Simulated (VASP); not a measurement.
# Rh (P6_3/mmc) in VASP: a series of runs

The runs below take Rh through single point, with PBEsol, r2SCAN.

Everything below comes from runs of VASP 6.6.1. Logs are shortened: lines on timing, memory, paths and dates and some standing lists are left out, and cuts for length are marked.

### 1 The cell of the first run

The structure is hexagonal, space group P6_3/mmc (No. 194). The conventional cell has a = 2.785 Å, b = 2.785 Å, c = 4.515 Å, α = 90.00°, β = 90.00°, γ = 120.00°. Within 3.7 Å of Rh (site symmetry -6m2) lie 12 Rh at 2.77 to 2.78 Å.

### 2 Single point, PBEsol

The input, INCAR:

```
SYSTEM = Rh
ALGO = Fast
EDIFF = 1E-7
ENCUT = 520
GGA = PS
ISIF = 2
ISMEAR = -1
LASPH = .True.
LCHARG = .False.
LREAL = .False.
LWAVE = .False.
NBANDS = 22
NELM = 100
PREC = Accurate
SIGMA = 0.05
```

The input, KPOINTS:

```
k-points
0
Gamma
  11 11 6
  0 0 0
```

The input, POSCAR:

```
Rh
1.0
    2.7845412492      0.0000000000      0.0000000000
   -1.3922706246      2.4114834597      0.0000000000
    0.0000000000      0.0000000000      4.5153441684
Rh
2
Direct
    0.3333333333      0.6666666667      0.2500000000
    0.6666666667      0.3333333333      0.7500000000
```

Potentials or basis: VASP PAW PBE potentials, release 64 (Rh_pv).

The run is started by

```bash
> cat potpaw_PBE.64/Rh_pv/POTCAR > POTCAR
> mpirun -np 1 vasp_std > vasp.out
```

OUTCAR:

```text
SYSTEM = Rh
   EDIFF = 1E-7
   ENCUT = 520
   GGA = PS
   ISIF = 2
   ISMEAR = -1
   LASPH = .True.
   LREAL = .False.
   NELM = 100
   PREC = Accurate

 ion  position               nearest neighbor table
   1  0.333  0.667  0.250-   2 2.77   2 2.77   2 2.77   2 2.77   2 2.77   2 2.77
   2  0.667  0.333  0.750-   1 2.77   1 2.77   1 2.77   1 2.77   1 2.77   1 2.77

  LATTYP: Found a hexagonal cell.
 ALAT       =     2.7845412492
 C/A-ratio  =     1.6215756077

  Lattice vectors:

 A1 = (   2.7845412492,   0.0000000000,   0.0000000000)
 A2 = (  -1.3922706246,   2.4114834597,   0.0000000000)
 A3 = (   0.0000000000,   0.0000000000,   4.5153441684)

Analysis of symmetry for initial positions (statically):
=====================================================================
 Subroutine PRICEL returns:
 Original cell was already a primitive cell.

 Routine SETGRP: Setting up the symmetry group for a
 hexagonal supercell.

 Subroutine GETGRP returns: Found 24 space group operations
 (whereof 12 operations were pure point group operations)
 out of a pool of 24 trial point group operations.

The static configuration has the point symmetry D_3d.
 The point group associated with its full space group is D_6h.

Analysis of symmetry for dynamics (positions and initial velocities):
=====================================================================
 Subroutine PRICEL returns:
 Original cell was already a primitive cell.

 Routine SETGRP: Setting up the symmetry group for a
 hexagonal supercell.

 Subroutine GETGRP returns: Found 24 space group operations
 (whereof 12 operations were pure point group operations)
 out of a pool of 24 trial point group operations.

The dynamic configuration has the point symmetry D_3d.
 The point group associated with its full space group is D_6h.

 Subroutine INISYM returns: Found 24 space group operations
 (whereof 12 operations are pure point group operations),
 and found     1 'primitive' translations

----------------------------------------------------------------------------------------

                                     Primitive cell

  volume of cell :      30.3200

  direct lattice vectors                    reciprocal lattice vectors
     2.784541249  0.000000000  0.000000000     0.359125583  0.207341252  0.000000000
    -1.392270625  2.411483460  0.000000000     0.000000000  0.414682504  0.000000000
     0.000000000  0.000000000  4.515344168     0.000000000  0.000000000  0.221467060
[... 76 lines left out ...]
   ISTART =      0    job   : 0-new  1-cont  2-samecut
   ICHARG =      2    charge: 1-file 2-atom 10-const
   ISPIN  =      1    spin polarized calculation?
   LNONCOLLINEAR =      F non collinear calculations
   LSORBIT =      F    spin-orbit coupling
   LASPH  =      T    aspherical Exc in radial PAW
   ENCUT  =  520.0 eV  38.22 Ry    6.18 a.u.   5.18  5.18  8.40*2*pi/ulx,y,z
   NELM   =    100;   NELMIN=  2; NELMDL= -5     # of ELM steps
   EDIFF  = 0.1E-06   stopping-criterion for ELM
   LREAL  =      F    real-space projection
   EDIFFG = 0.1E-05   stopping-criterion for IOM
   NSW    =      0    number of steps for IOM
   IBRION =     -1    ionic relax: 0-MD 1-quasi-New 2-CG
   NFREE  =      0    steps in history (QN), initial steepest desc. (CG)
   ISIF   =      2    stress and relaxation
   ISYM   =      2    0-nonsym 1-usesym 2-fastsym
   POTIM  = 0.5000    time-step for ionic-motion
   TEBEG  =    0.0;   TEEND  =   0.0 temperature during run
   PSTRESS=    0.0 pullay stress
   NELECT =      30.0000    total number of electrons
   NUPDOWN=      -1.0000    fix difference up-down
   EMIN   =  10.00;   EMAX   =-10.00  energy-range for DOS
   EFERMI =   0.00;   METHOD = LEGACY
   ISMEAR =    -1;   SIGMA  =   0.05  broadening in eV -4-tet -1-fermi 0-gaus
   EFERMI_NEDOS =   21; number of points for ismear=-14 and -15
   IALGO  =     68    algorithm
   IMIX   =      4    mixing-type and parameters
     AMIX     =   0.40;   BMIX     =  1.00
     AMIX_MAG =   1.60;   BMIX_MAG =  1.00
  volume/ion in A,a.u.               =      15.16       102.30
  Fermi-wavevector in a.u.,A,eV,Ry     =   1.631319  3.082747 36.207862  2.661203
  Thomas-Fermi vector in A             =   2.723475
   LORBIT       =      0    0 simple, 1 ext, 2 COOP (PROOUT), +10 PAW based schemes
   GGA     = PS    functional components
   LHFCALC =     F    Hartree Fock is set to
   AEXX    =    0.0000 exact exchange contribution
   IVDW    =     0    specifies the selected vdW correction
   LEPSILON=     F    determine dielectric tensor
   LRPA    =     F    only Hartree local field effects (RPA)
 non-spin polarized calculation
 RMM-DIIS sequential band-by-band and
  energy-cutoff  :      520.00
  volume of cell :       30.32
 maximum number of plane-waves:       829
 NGX is ok and might be reduce to    24
   NGX = 11   NGY = 11   NGZ = 17

 number of electron      30.0000001 magnetization

 Free energy of the ion-electron system (eV)
  ---------------------------------------------------
  ext. energy  EPLUGINS =         0.00000000
  ---------------------------------------------------
  free energy    TOTEN  =       -15.92780771 eV

  energy without entropy =      -15.89463797  energy(sigma->0) =      -15.91122284

 E-fermi :  10.1173     XC(G=0): -13.5963

 val. band max:       10.1074735201   @ k =   0.3636   0.1818   0.3333
 cond. band min:      10.1172974746   @ k =   0.0909   0.0909   0.3333
 fundamental gap:      0.0098239545
 Fermi energy:        10.1172637447

 k-point     1 :       0.0000    0.0000    0.0000
  band No.  band energies     occupation
      1     -36.6475      2.00000
      2     -36.1787      2.00000
      3     -36.1787      2.00000
      4     -36.1157      2.00000
      5     -36.1019      2.00000
      6     -36.1019      2.00000
[... 589 lines left out ...]
     21      25.3610      0.00000
     22      27.0152      0.00000

 [... further k-points ...]
[... 5 lines left out ...]
  --------------------------------------------------------------------------------------
  -------------------------------------------------------------------------------------
  Total       -4.5363624     -4.5363624     -4.8259038      0.0000000      0.0000000      0.0000000
  in kB     -239.7118596   -239.7118596   -255.0118987      0.0000000      0.0000000      0.0000000
  external PRESSURE =    -244.8118726 kB  Pullay stress =       0.0000000 kB

 VOLUME and BASIS-vectors are now :
 -----------------------------------------------------------------------------
  energy-cutoff  :      520.00
  volume of cell :       30.32
      direct lattice vectors                 reciprocal lattice vectors
     2.784541249  0.000000000  0.000000000     0.359125583  0.207341252  0.000000000
    -1.392270625  2.411483460  0.000000000     0.000000000  0.414682504  0.000000000
     0.000000000  0.000000000  4.515344168     0.000000000  0.000000000  0.221467060

 POSITION                                       TOTAL-FORCE (eV/Angst)
 -----------------------------------------------------------------------------------
     -0.00000      1.60766      1.12884        -0.000000      0.000000      0.000000
      1.39227      0.80383      3.38651         0.000000      0.000000      0.000000
 -----------------------------------------------------------------------------------
    total drift:                               -0.000000      0.000000     -0.000000

  FREE ENERGIE OF THE ION-ELECTRON SYSTEM (eV)
  ---------------------------------------------------
  free  energy   TOTEN  =       -15.9278077140 eV

  energy  without entropy=      -15.8946379747  energy(sigma->0) =      -15.91122284
```

OSZICAR:

```text
N       E                     dE             d eps       ncg     rms          rms(c)
DAV:   1     0.322031151227E+03    0.32203E+03   -0.18984E+04  2824   0.156E+03
DAV:   2    -0.100962286692E+02   -0.33213E+03   -0.32070E+03  2930   0.466E+02
DAV:   3    -0.171374378903E+02   -0.70412E+01   -0.69890E+01  3302   0.767E+01
DAV:   4    -0.171847954692E+02   -0.47358E-01   -0.47353E-01  3092   0.631E+00
DAV:   5    -0.171855350027E+02   -0.73953E-03   -0.73953E-03  3350   0.819E-01    0.125E+01
RMM:   6    -0.159555298109E+02    0.12300E+01   -0.31098E+00  2884   0.146E+01    0.350E+00
RMM:   7    -0.159352630891E+02    0.20267E-01   -0.97560E-02  2972   0.237E+00    0.174E+00
RMM:   8    -0.159287857100E+02    0.64774E-02   -0.18563E-02  3059   0.137E+00    0.349E-01
RMM:   9    -0.159277938216E+02    0.99189E-03   -0.26497E-03  3259   0.451E-01    0.199E-02
RMM:  10    -0.159278066329E+02   -0.12811E-04   -0.21415E-04  3274   0.147E-01    0.123E-02
RMM:  11    -0.159278076325E+02   -0.99956E-06   -0.28223E-05  3364   0.610E-02    0.327E-03
RMM:  12    -0.159278075956E+02    0.36852E-07   -0.70998E-06  3469   0.298E-02    0.207E-03
RMM:  13    -0.159278077730E+02   -0.17737E-06   -0.19714E-06  3448   0.152E-02    0.812E-04
RMM:  14    -0.159278077140E+02    0.59033E-07   -0.46932E-07  2515   0.770E-03
   1 F= -.15927808E+02 E0= -.15911223E+02  d E =-.331697E-01
```

stdout:

```text
POSCAR found type information on POSCAR Rh
 POSCAR found :  1 types and       2 ions
 scaLAPACK will be used
 -----------------------------------------------------------------------------
|                                                                             |
|                                                                             |
|     You enforced a specific xc type in the INCAR file but a different       |
|     I HOPE YOU KNOW WHAT YOU ARE DOING!                                     |
|                                                                             |
 -----------------------------------------------------------------------------

 LDA part: xc-table for (Slater+PW92), standard interpolation
 POSCAR, INCAR and KPOINTS ok, starting setup
 FFT: planning ... GRIDC
 FFT: planning ... GRID_SOFT
 FFT: planning ... GRID
 WAVECAR not read
 entering main loop
```

It took 21 s on 1 thread of Intel Xeon 6975P-C (Granite Rapids), shared host; peak memory 0.16 GiB.

Results:

```yaml
Free_energy: -15.9278 eV
Pressure: -24.5 GPa
Band_gap_on_the_k_mesh: zero (band 15 reaches 10.65 eV, above the bottom of band 16 at 8.63 eV)
```

Levels at points of the mesh, in eV from the Fermi level:
```tsv
k point	band 13	band 14	band 15	band 16	band 17	band 18
(0.00, 0.00, 0.00)	-2.16	-1.62	-1.62	0.13	0.13	0.76
(0.00, 0.00, 0.50)	-2.69	-2.69	-0.37	-0.37	-0.37	-0.37
```

Caveat: the PAW data sets were made with another functional, which shifts forces and pressure a little.

### 3 Single point, r2SCAN

This run uses another cell than the first one, of 13.73 Å³/atom, 0.906 times its volume.

The input, POSCAR:

```
Rh
1.0
    2.6940693954      0.0000000000      0.0000000000
   -1.3470346977      2.3331325361      0.0000000000
    0.0000000000      0.0000000000      4.3686372171
Rh
2
Direct
    0.3333333333      0.6666666667      0.2500000000
    0.6666666667      0.3333333333      0.7500000000
```

The input, INCAR.step1:

```
PREC = Accurate
ENCUT = 520
ISMEAR = -1
SIGMA = 0.05
LREAL = F
LASPH = T
NELM = 100
NBANDS = 22
GGA = PE
ALGO = Normal
EDIFF = 1E-4
LWAVE = T
LCHARG = F
```

The input, INCAR.step2:

```
PREC = Accurate
ENCUT = 520
EDIFF = 1E-6
ISMEAR = -1
SIGMA = 0.05
LREAL = F
LASPH = T
NELM = 100
ALGO = Normal
ISIF = 2
LWAVE = F
LCHARG = F
METAGGA = R2SCAN
LMIXTAU = T
NBANDS = 22
ISTART = 1
```

The input, KPOINTS:

```
regular mesh
0
Gamma
  11 11 6
```

Potentials or basis: VASP PAW PBE potentials, release 64 (Rh_pv).

The run is started by

```bash
> cat potpaw_PBE.64/Rh_pv/POTCAR > POTCAR
> cp INCAR.step1 INCAR
> mpirun -np 1 vasp_std > vasp.out
> cp INCAR.step2 INCAR
> mpirun -np 1 vasp_std > vasp.out
```

Run time: 59 s. Hardware: 1 thread of Intel Xeon 6975P-C (Granite Rapids), shared host; peak memory 0.15 GiB.

Results (log left out):

```yaml
Free_energy: -48.1886 eV
Pressure: 2.0 GPa
Band_gap_on_the_k_mesh: zero (band 15 reaches 12.49 eV, above the bottom of band 16 at 10.05 eV)
```

Stress tensor (GPa, compression positive):
```
2.41 0.00 0.00
0.00 2.41 0.00
0.00 0.00 1.13
```

Levels at points of the mesh, in eV from the Fermi level:
```csv
k point,band 13,band 14,band 15,band 16,band 17,band 18
"(0.00, 0.00, 0.00)",-2.61,-1.97,-1.97,0.15,0.15,0.86
"(0.00, 0.00, 0.50)",-3.26,-3.26,-0.45,-0.45,-0.45,-0.45
```

Caveat: the PAW data sets were made with another functional, which shifts forces and pressure a little.

### 4 Single point, r2SCAN

This run uses another cell than the first one, of 14.02 Å³/atom, 0.925 times its volume.

The input, POSCAR:

```
Rh
1.0
    2.7126497715      0.0000000000      0.0000000000
   -1.3563248858      2.3492236138      0.0000000000
    0.0000000000      0.0000000000      4.3987667018
Rh
2
Direct
    0.3333333333      0.6666666667      0.2500000000
    0.6666666667      0.3333333333      0.7500000000
```

The input, INCAR.step1:

```
PREC = Accurate ; ENCUT = 520
ISMEAR = -1 ; SIGMA = 0.05
LREAL = False ; LASPH = True
NELM = 80 ; NBANDS = 22
GGA = PE ; ALGO = Normal
EDIFF = 1E-4 ; LWAVE = True
LCHARG = False
```

The input, INCAR.step2:

```
PREC = Accurate ; ENCUT = 520
EDIFF = 1E-6 ; ISMEAR = -1
SIGMA = 0.05 ; LREAL = False
LASPH = True ; NELM = 80
ALGO = Normal ; ISIF = 2
LWAVE = False ; LCHARG = True
METAGGA = R2SCAN ; LMIXTAU = True
LELF = True ; LVHAR = True
NBANDS = 22 ; ISTART = 1
```

KPOINTS is that of step 3.

The run is started by

```bash
> cat potpaw_PBE.64/Rh_pv/POTCAR > POTCAR
> cp INCAR.step1 INCAR
> mpirun -np 1 vasp_std > vasp.out
> cp INCAR.step2 INCAR
> mpirun -np 1 vasp_std > vasp.out
```

It took 57 s on 1 thread of Intel Xeon 6975P-C (Granite Rapids), shared host; peak memory 0.16 GiB.

The run converged. Its results:

```yaml
Free_energy: -48.1857 eV
Pressure: -3.7 GPa
Band_gap_on_the_k_mesh: zero (band 15 reaches 12.09 eV, above the bottom of band 16 at 9.73 eV)
```

Stress tensor (GPa, compression positive):
```
-3.24  0.00  0.00
 0.00 -3.24  0.00
 0.00  0.00 -4.60
```

Levels at points of the mesh, in eV from the Fermi level:
```tsv
k point	band 11	band 12	band 13	band 14	band 15	band 16	band 17	band 18	band 19	band 20
(0.00, 0.00, 0.00)	-3.04	-2.53	-2.53	-1.91	-1.91	0.14	0.14	0.89	8.85	16.68
(0.00, 0.00, 0.50)	-3.15	-3.15	-3.15	-3.15	-0.44	-0.44	-0.44	-0.44	15.45	15.45
```

Caveat: the PAW data sets were made with another functional, which shifts forces and pressure a little.

### 5 Single point, r2SCAN

This run uses another cell than the first one, of 14.30 Å³/atom, 0.943 times its volume.

The input, POSCAR:

```
Rh
1.0
    2.7309790422      0.0000000000      0.0000000000
   -1.3654895211      2.3650972278      0.0000000000
    0.0000000000      0.0000000000      4.4284890000
Rh
2
Direct
    0.3333333333      0.6666666667      0.2500000000
    0.6666666667      0.3333333333      0.7500000000
```

The input, INCAR.step1:

```
ALGO = Normal ; EDIFF = 1E-4
ENCUT = 520 ; GGA = PE
ISMEAR = -1 ; LASPH = T
LCHARG = F ; LREAL = F
LWAVE = T ; NBANDS = 22
NELM = 60 ; PREC = Accurate
SIGMA = 0.05
```

The input, INCAR.step2:

```
ALGO = Normal ; EDIFF = 1E-6
ENCUT = 520 ; ISIF = 2
ISMEAR = -1 ; ISTART = 1
LASPH = T ; LCHARG = F
LMIXTAU = T ; LREAL = F
LWAVE = F ; METAGGA = R2SCAN
NBANDS = 22 ; NELM = 60
PREC = Accurate ; SIGMA = 0.05
```

The input, KPOINTS:

```
k-points
0
Gamma
  11 11 6
```

The run is started by

```bash
> cat potpaw_PBE.64/Rh_pv/POTCAR > POTCAR
> cp INCAR.step1 INCAR
> mpirun -np 1 vasp_std > vasp.out
> cp INCAR.step2 INCAR
> mpirun -np 1 vasp_std > vasp.out
```

Wall time 55 s (1 thread of Intel Xeon 6975P-C (Granite Rapids), shared host); peak memory 0.16 GiB.

The run converged. Its results:

```yaml
Free_energy: -48.1638 eV
Pressure: -8.7 GPa
Band_gap_on_the_k_mesh: zero (band 15 reaches 11.70 eV, above the bottom of band 16 at 9.42 eV)
```

Stress tensor (GPa, compression positive):
```
-8.19  0.00  0.00
 0.00 -8.19  0.00
 0.00  0.00 -9.63
```

Levels at points of the mesh, in eV from the Fermi level:
```tsv
k point	band 13	band 14	band 15	band 16	band 17	band 18
(0.00, 0.00, 0.00)	-2.45	-1.85	-1.85	0.14	0.14	0.91
(0.00, 0.00, 0.50)	-3.05	-3.05	-0.43	-0.43	-0.43	-0.43
```

Caveat: the PAW data sets were made with another functional, which shifts forces and pressure a little.

(Continued in part 2 of 2.)
